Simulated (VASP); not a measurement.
# CaO in VASP: further runs, part 2 of 2

VASP 6.6.1.

### Step 4. Single point, r2SCAN (18.42 Å³/atom)

This run uses another cell than the first one, of 18.42 Å³/atom.

POSCAR reads:

```
CaO
1.0
    0.0000000000      2.6407379112      2.6407379112
    2.6407379112      0.0000000000      2.6407379112
    2.6407379112      2.6407379112      0.0000000000
Ca O
1 1
Direct
    0.0000000000      0.0000000000      0.0000000000
    0.2500000000      0.2500000000      0.2500000000
```

INCAR.step1 reads:

```
SYSTEM = CaO
PREC = Accurate
ENCUT = 520
ISMEAR = 0
SIGMA = 0.05
LREAL = .FALSE.
LASPH = .TRUE.
NELM = 80
NBANDS = 15
GGA = PE
ALGO = Normal
EDIFF = 1E-4
LWAVE = .TRUE.
LCHARG = .FALSE.
```

INCAR.step2 reads:

```
SYSTEM = CaO
PREC = Accurate
ENCUT = 520
EDIFF = 1E-6
ISMEAR = 0
SIGMA = 0.05
LREAL = .FALSE.
LASPH = .TRUE.
NELM = 80
ALGO = Normal
ISIF = 2
LWAVE = .FALSE.
LCHARG = .FALSE.
METAGGA = R2SCAN
LMIXTAU = .TRUE.
NBANDS = 15
ISTART = 1
```

KPOINTS reads:

```
Automatic mesh
0
G
  8 8 8
  0 0 0
```

Potentials or basis: VASP PAW PBE potentials, release 64 (Ca_sv, O).

Started as:

```console
> cat potpaw_PBE.64/Ca_sv/POTCAR potpaw_PBE.64/O/POTCAR > POTCAR
> cp INCAR.step1 INCAR
> mpirun -np 1 vasp_std > vasp.out
> cp INCAR.step2 INCAR
> mpirun -np 1 vasp_std > vasp.out
```

OUTCAR:

```text
SYSTEM = CaO
   PREC = Accurate
   ENCUT = 520
   EDIFF = 1E-6
   ISMEAR = 0
   LREAL = .FALSE.
   LASPH = .TRUE.
   NELM = 80
   ISIF = 2
   METAGGA = R2SCAN
   ISTART = 1

 ion  position               nearest neighbor table
   1  0.000  0.000  0.000-   2 2.29   2 2.29   2 2.29   2 2.29
   2  0.250  0.250  0.250-   1 2.29   1 2.29   1 2.29   1 2.29

  LATTYP: Found a face centered cubic cell.
 ALAT       =     5.2814758224

  Lattice vectors:

 A1 = (   0.0000000000,   2.6407379112,   2.6407379112)
 A2 = (   2.6407379112,   0.0000000000,   2.6407379112)
 A3 = (   2.6407379112,   2.6407379112,   0.0000000000)

Analysis of symmetry for initial positions (statically):
=====================================================================
 Subroutine PRICEL returns:
 Original cell was already a primitive cell.

 Routine SETGRP: Setting up the symmetry group for a
 face centered cubic supercell.

 Subroutine GETGRP returns: Found 24 space group operations
 (whereof 24 operations were pure point group operations)
 out of a pool of 48 trial point group operations.

The static configuration has the point symmetry T_d .

Analysis of symmetry for dynamics (positions and initial velocities):
=====================================================================
 Subroutine PRICEL returns:
 Original cell was already a primitive cell.

 Routine SETGRP: Setting up the symmetry group for a
 face centered cubic supercell.

 Subroutine GETGRP returns: Found 24 space group operations
 (whereof 24 operations were pure point group operations)
 out of a pool of 48 trial point group operations.

The dynamic configuration has the point symmetry T_d .

 Subroutine INISYM returns: Found 24 space group operations
 (whereof 24 operations are pure point group operations),
 and found     1 'primitive' translations

----------------------------------------------------------------------------------------
[... 121 lines left out ...]
   IVDW    =     0    specifies the selected vdW correction
   LEPSILON=     F    determine dielectric tensor
   LRPA    =     F    only Hartree local field effects (RPA)
 non-spin polarized calculation
 Gauss-broadening in eV      SIGMA  =   0.05
  energy-cutoff  :      520.00
  volume of cell :       36.83
 maximum number of plane-waves:      1002
   NGX = 13   NGY = 13   NGZ = 13

 number of electron      16.0000007 magnetization

 Free energy of the ion-electron system (eV)
  ---------------------------------------------------
  ext. energy  EPLUGINS =         0.00000000
  ---------------------------------------------------
  free energy    TOTEN  =       -18.93532734 eV

  energy without entropy =      -18.93532734  energy(sigma->0) =      -18.93532734

 E-fermi :   0.1898     XC(G=0):  -9.4010

 val. band max:       -0.0219942145   @ k =   0.5000   0.5000   0.0000
 cond. band min:       3.5770729398   @ k =   0.0000   0.0000   0.0000
 fundamental gap:      3.5990671543
 Fermi energy:         0.1897731515

 k-point     1 :       0.0000    0.0000    0.0000
  band No.  band energies     occupation
      1     -38.7580      2.00000
      2     -18.8238      2.00000
      3     -18.8238      2.00000
      4     -18.8238      2.00000
      5     -15.7128      2.00000
      6      -0.5772      2.00000
      7      -0.5772      2.00000
      8      -0.5772      2.00000
      9       3.5771      0.00000
     10       8.4685      0.00000
     11       8.4685      0.00000
     12      10.0037      0.00000
     13      10.0037      0.00000
     14      10.0037      0.00000
[... 401 lines left out ...]
      2     -19.4727      2.00000
      3     -18.9756      2.00000
      4     -18.8990      2.00000
      5     -14.9828      2.00000
      6      -0.8259      2.00000
      7      -0.5200      2.00000
      8      -0.2035      2.00000
      9       5.8276      0.00000
     10       7.3493      0.00000
     11       8.4894      0.00000
     12       9.7748      0.00000
     13      10.0042      0.00000
     14      10.9341      0.00000
     15      12.6034      0.00000

 [... further k-points ...]

------------------------ aborting loop because EDIFF is reached ----------------------------------------

  FORCE on cell =-STRESS in cart. coord.  units (eV):
  Direction    XX          YY          ZZ          XY          YZ          ZX
  --------------------------------------------------------------------------------------
  -------------------------------------------------------------------------------------
  Total       -0.5013831     -0.5013831     -0.5013831      0.0000000      0.0000000     -0.0000000
  in kB      -21.8109384    -21.8109384    -21.8109384      0.0000000      0.0000000     -0.0000000
  external PRESSURE =     -21.8109384 kB  Pullay stress =       0.0000000 kB

 VOLUME and BASIS-vectors are now :
 -----------------------------------------------------------------------------
  energy-cutoff  :      520.00
  volume of cell :       36.83
      direct lattice vectors                 reciprocal lattice vectors
     0.000000000  2.640737911  2.640737911    -0.189341016  0.189341016  0.189341016
     2.640737911  0.000000000  2.640737911     0.189341016 -0.189341016  0.189341016
     2.640737911  2.640737911  0.000000000     0.189341016  0.189341016 -0.189341016

 POSITION                                       TOTAL-FORCE (eV/Angst)
 -----------------------------------------------------------------------------------
      0.00000      0.00000      0.00000         0.000000      0.000000      0.000000
      1.32037      1.32037      1.32037        -0.000000     -0.000000     -0.000000
 -----------------------------------------------------------------------------------
    total drift:                               -0.000000     -0.000000     -0.000000

  FREE ENERGIE OF THE ION-ELECTRON SYSTEM (eV)
  ---------------------------------------------------
  free  energy   TOTEN  =       -18.9353273433 eV

  energy  without entropy=      -18.9353273432  energy(sigma->0) =      -18.93532734
```

OSZICAR.step1:

```text
N       E                     dE             d eps       ncg     rms          rms(c)
DAV:   1     0.130110108462E+03    0.13011E+03   -0.81666E+03   870   0.104E+03
DAV:   2    -0.886689261050E+01   -0.13898E+03   -0.13044E+03  1108   0.281E+02
DAV:   3    -0.148689481787E+02   -0.60021E+01   -0.59681E+01   954   0.612E+01
DAV:   4    -0.150713769564E+02   -0.20243E+00   -0.20220E+00  1364   0.959E+00
DAV:   5    -0.150724164093E+02   -0.10395E-02   -0.10394E-02   954   0.826E-01    0.971E+00
DAV:   6    -0.125698393043E+02    0.25026E+01   -0.87667E+00   940   0.252E+01    0.432E+00
DAV:   7    -0.124540913741E+02    0.11575E+00   -0.86166E-01   969   0.843E+00    0.201E+00
DAV:   8    -0.124410955163E+02    0.12996E-01   -0.13534E-01  1073   0.375E+00    0.454E-01
DAV:   9    -0.124403174802E+02    0.77804E-03   -0.82775E-03  1068   0.776E-01    0.170E-01
DAV:  10    -0.124423076662E+02   -0.19902E-02   -0.15692E-03   933   0.303E-01    0.546E-02
DAV:  11    -0.124424058679E+02   -0.98202E-04   -0.66119E-04  1073   0.171E-01
   1 F= -.12442406E+02 E0= -.12442406E+02  d E =-.500099E-14
```

Run time: 1.9 min. Hardware: 1 thread of Intel Xeon 8259CL, shared host; peak memory 0.17 GiB.

What came out:

| Property | Result |
| --- | --- |
| Free energy | -18.9353 eV |
| Pressure | -2.2 GPa |
| Band gap on the k mesh | 3.60 eV (least direct gap 4.15 eV) |

Levels at points of the mesh, in eV from the valence-band top:
```csv
k point,band 6,band 7,band 8,band 9,band 10,band 11
"(0.00, 0.00, 0.00)",-0.56,-0.56,-0.56,3.60,8.49,8.49
"(0.50, 0.00, 0.00)",-0.96,-0.32,-0.32,6.46,8.36,8.36
"(0.50, 0.50, 0.00)",-1.34,0.00,0.00,5.26,7.09,9.52
```

Caveat: the PAW data sets were made with another functional, which shifts forces and pressure a little.

### Step 5. Single point, r2SCAN (18.95 Å³/atom)

This run uses another cell than the first one, of 18.95 Å³/atom.

POSCAR reads:

```
CaO
1.0
    0.0000000000      2.6658893098      2.6658893098
    2.6658893098      0.0000000000      2.6658893098
    2.6658893098      2.6658893098      0.0000000000
Ca O
1 1
Direct
    0.0000000000      0.0000000000      0.0000000000
    0.2500000000      0.2500000000      0.2500000000
```

INCAR.step1 reads:

```
SYSTEM = CaO
PREC = Accurate
ENCUT = 520
ISMEAR = 0
SIGMA = 0.05
LREAL = .False.
LASPH = .True.
NELM = 60
NBANDS = 15
GGA = PE
ALGO = Normal
EDIFF = 1E-4
LWAVE = .True.
LCHARG = .False.
```

INCAR.step2 reads:

```
SYSTEM = CaO
PREC = Accurate
ENCUT = 520
EDIFF = 1E-7
ISMEAR = 0
SIGMA = 0.05
LREAL = .False.
LASPH = .True.
NELM = 60
ALGO = Normal
ISIF = 2
LWAVE = .False.
LCHARG = .False.
METAGGA = R2SCAN
LMIXTAU = .True.
NBANDS = 15
ISTART = 1
```

KPOINTS reads:

```
regular mesh
0
Gamma
  8 8 8
  0 0 0
```

Started as:

```console
> cat potpaw_PBE.64/Ca_sv/POTCAR potpaw_PBE.64/O/POTCAR > POTCAR
> cp INCAR.step1 INCAR
> mpirun -np 1 vasp_std > vasp.out
> cp INCAR.step2 INCAR
> mpirun -np 1 vasp_std > vasp.out
```

It took 1.7 min on 1 thread of Intel Xeon 8259CL, shared host; peak memory 0.17 GiB.

It converged, with:

```
Free energy            : -18.9150 eV
Pressure               : -4.1 GPa
Band gap on the k mesh : 3.50 eV (least direct gap 4.01 eV)
```

Levels at points of the mesh, in eV from the valence-band top:
| k point | band 4 | band 5 | band 6 | band 7 | band 8 | band 9 | band 10 | band 11 | band 12 | band 13 |
| --- | --- | --- | --- | --- | --- | --- | --- | --- | --- | --- |
| (0.00, 0.00, 0.00) | -18.94 | -15.65 | -0.51 | -0.51 | -0.51 | 3.50 | 8.37 | 8.37 | 9.83 | 9.83 |
| (0.50, 0.00, 0.00) | -18.98 | -15.09 | -0.95 | -0.29 | -0.29 | 6.36 | 8.24 | 8.24 | 8.41 | 9.66 |
| (0.50, 0.50, 0.00) | -19.05 | -14.92 | -1.28 | 0.00 | 0.00 | 5.21 | 6.99 | 9.36 | 9.63 | 9.63 |

Caveat: the cell stands under tension; the PAW data sets were made with another functional, which shifts forces and pressure a little.

### Step 6. Single point, r2SCAN (atom 2 (O) moved 0.02 Å along y)

POSCAR reads:

```
CaO
1.0
    0.0000000000      2.6064387314      2.6064387314
    2.6064387314      0.0000000000      2.6064387314
    2.6064387314      2.6064387314      0.0000000000
Ca O
1 1
Direct
    0.0000000000      0.0000000000      0.0000000000
    0.2538366526      0.2461633474      0.2538366526
```

INCAR.step1 reads:

```
SYSTEM = CaO
PREC     = Accurate       ! precision mode
ENCUT    = 520            ! plane-wave cutoff, eV
ISMEAR   = 0              ! smearing method
SIGMA    = 0.05           ! smearing width, eV
LREAL    = .FALSE.        ! projectors in reciprocal space
LASPH    = .TRUE.         ! aspherical terms in the spheres
NELM     = 60             ! most SCF steps
NBANDS   = 15             ! bands
GGA      = PE             ! functional
ALGO     = Normal         ! electronic algorithm
EDIFF    = 1E-4           ! SCF threshold, eV
LWAVE    = .TRUE.         ! write WAVECAR
LCHARG   = .FALSE.        ! write CHGCAR
```

INCAR.step2 reads:

```
SYSTEM = CaO
PREC     = Accurate       ! precision mode
ENCUT    = 520            ! plane-wave cutoff, eV
EDIFF    = 1E-6           ! SCF threshold, eV
ISMEAR   = 0              ! smearing method
SIGMA    = 0.05           ! smearing width, eV
LREAL    = .FALSE.        ! projectors in reciprocal space
LASPH    = .TRUE.         ! aspherical terms in the spheres
NELM     = 60             ! most SCF steps
ALGO     = Normal         ! electronic algorithm
ISIF     = 2              ! what is computed and relaxed
LWAVE    = .FALSE.        ! write WAVECAR
LCHARG   = .FALSE.        ! write CHGCAR
METAGGA  = R2SCAN         ! meta-GGA
LMIXTAU  = .TRUE.       
NBANDS   = 15             ! bands
ISTART   = 1
```

KPOINTS reads:

```
Automatic mesh
0
G
  8 8 8
  0 0 0
```

Potentials or basis: VASP PAW PBE potentials, release 64 (Ca_sv, O).

Started as:

```console
> cat potpaw_PBE.64/Ca_sv/POTCAR potpaw_PBE.64/O/POTCAR > POTCAR
> cp INCAR.step1 INCAR
> mpirun -np 1 vasp_std > vasp.out
> cp INCAR.step2 INCAR
> mpirun -np 1 vasp_std > vasp.out
```

OUTCAR:

```text
SYSTEM = CaO
   PREC = Accurate
   ENCUT = 520
   EDIFF = 1E-6
   ISMEAR = 0
   LREAL = .FALSE.
   LASPH = .TRUE.
   NELM = 60
   ISIF = 2
   METAGGA = R2SCAN
   ISTART = 1

 ion  position               nearest neighbor table
   1  0.000  0.000  0.000-   2 2.25   2 2.25   2 2.27   2 2.27
   2  0.254  0.246  0.254-   1 2.25   1 2.25   1 2.27   1 2.27

  LATTYP: Found a face centered cubic cell.
 ALAT       =     5.2128774628

  Lattice vectors:

 A1 = (   0.0000000000,   2.6064387314,   2.6064387314)
 A2 = (   2.6064387314,   0.0000000000,   2.6064387314)
 A3 = (   2.6064387314,   2.6064387314,   0.0000000000)

Analysis of symmetry for initial positions (statically):
=====================================================================
 Subroutine PRICEL returns:
 Original cell was already a primitive cell.

 Routine SETGRP: Setting up the symmetry group for a
 face centered cubic supercell.

 Subroutine GETGRP returns: Found  4 space group operations
 (whereof  4 operations were pure point group operations)
 out of a pool of 48 trial point group operations.

[... 175 lines left out ...]
      5     -15.6053      2.00000
      6      -0.4896      2.00000
      7      -0.4779      2.00000
      8      -0.4645      2.00000
      9       3.8820      0.00000
     10       8.8027      0.00000
     11       8.8040      0.00000
     12      10.3770      0.00000
     13      10.4412      0.00000
     14      10.4950      0.00000
[... 401 lines left out ...]
      2     -19.2158      2.00000
      3     -18.5805      2.00000
      4     -18.5251      2.00000
      5     -14.8482      2.00000
      6      -0.7824      2.00000
      7      -0.2908      2.00000
      8      -0.1809      2.00000
      9       6.4288      0.00000
     10       8.2910      0.00000
     11       8.3491      0.00000
     12       9.6385      0.00000
     13      10.5539      0.00000
     14      10.5911      0.00000
     15      12.9841      0.00000

 [... further k-points ...]

------------------------ aborting loop because EDIFF is reached ----------------------------------------

  FORCE on cell =-STRESS in cart. coord.  units (eV):
  Direction    XX          YY          ZZ          XY          YZ          ZX
  --------------------------------------------------------------------------------------
  -------------------------------------------------------------------------------------
  Total        0.2097930      0.2049272      0.2097930      0.0000000      0.0000000     -0.1280726
  in kB        9.4913711      9.2712372      9.4913711      0.0000000      0.0000000     -5.7942085
  external PRESSURE =       9.4179931 kB  Pullay stress =       0.0000000 kB

 VOLUME and BASIS-vectors are now :
 -----------------------------------------------------------------------------
  energy-cutoff  :      520.00
  volume of cell :       35.41
      direct lattice vectors                 reciprocal lattice vectors
     0.000000000  2.606438731  2.606438731    -0.191832631  0.191832631  0.191832631
     2.606438731  0.000000000  2.606438731     0.191832631 -0.191832631  0.191832631
     2.606438731  2.606438731  0.000000000     0.191832631  0.191832631 -0.191832631

 POSITION                                       TOTAL-FORCE (eV/Angst)
 -----------------------------------------------------------------------------------
      0.00000      0.00000      0.00000         0.000000      0.131191      0.000000
      1.30322      1.32322      1.30322         0.000000     -0.131191      0.000000
 -----------------------------------------------------------------------------------
    total drift:                                0.000001     -0.001511      0.000001

  FREE ENERGIE OF THE ION-ELECTRON SYSTEM (eV)
  ---------------------------------------------------
  free  energy   TOTEN  =       -18.9388010816 eV

  energy  without entropy=      -18.9388010816  energy(sigma->0) =      -18.93880108
```

OUTCAR.step1:

```text
SYSTEM = CaO
   PREC = Accurate
   ENCUT = 520
   ISMEAR = 0
   LREAL = .FALSE.
   LASPH = .TRUE.
[... 653 lines left out ...]
      0.00000      0.00000      0.00000         0.000000      0.122285      0.000000
      1.30322      1.32322      1.30322         0.000000     -0.122285      0.000000
 -----------------------------------------------------------------------------------
    total drift:                                0.000001     -0.000275      0.000000

  FREE ENERGIE OF THE ION-ELECTRON SYSTEM (eV)
  ---------------------------------------------------
  free  energy   TOTEN  =       -12.4373098923 eV

  energy  without entropy=      -12.4373098923  energy(sigma->0) =      -12.43730989
```

Run time: 4 min. Hardware: 1 thread of Intel Xeon 8259CL, shared host; peak memory 0.2 GiB.

Results:

- Free energy: -18.9388 eV
- Pressure: 0.9 GPa
- Largest force: 0.131 eV/Å
- Band gap on the k mesh: 3.73 eV (least direct gap 4.35 eV)

Forces on the atoms (eV/Å):
```
Ca   0.000  0.131  0.000
O    0.000 -0.131  0.000
```

Caveat: the cell differs from its parent crystal (atom 2 (O) moved 0.02 Å along y); the PAW data sets were made with another functional, which shifts forces and pressure a little.

### Step 7. Summary

| cell | gap on the mesh (eV) | pressure (GPa) |
| --- | --- | --- |
| a = 3.708 Å, angles 60.0°, 2 atoms, atomic positions A | 3.67 | -0.5 |
| a = 3.710 Å, angles 60.0°, 2 atoms, atomic positions A | 3.67 | -0.7 |
| a = 3.735 Å, angles 60.0°, 2 atoms, atomic positions A | 3.60 | -2.2 |
| a = 3.770 Å, angles 60.0°, 2 atoms, atomic positions A | 3.50 | -4.1 |
| a = 3.686 Å, angles 60.0°, 2 atoms, atomic positions B | 3.73 | 0.9 |

Alike in all rows: task single point; level r2SCAN; potentials or basis VASP PAW PBE potentials, release 64 (Ca_sv, O); no spin polarisation; k mesh 8 × 8 × 8; cutoff (eV) 520; smearing gaussian 0.05 eV.

Caveats: the PAW data sets were made with another functional, which shifts forces and pressure a little; the cell stands under tension (at least some runs).

Total energies depend on the potentials used, so only differences within one code and one set of settings carry meaning.
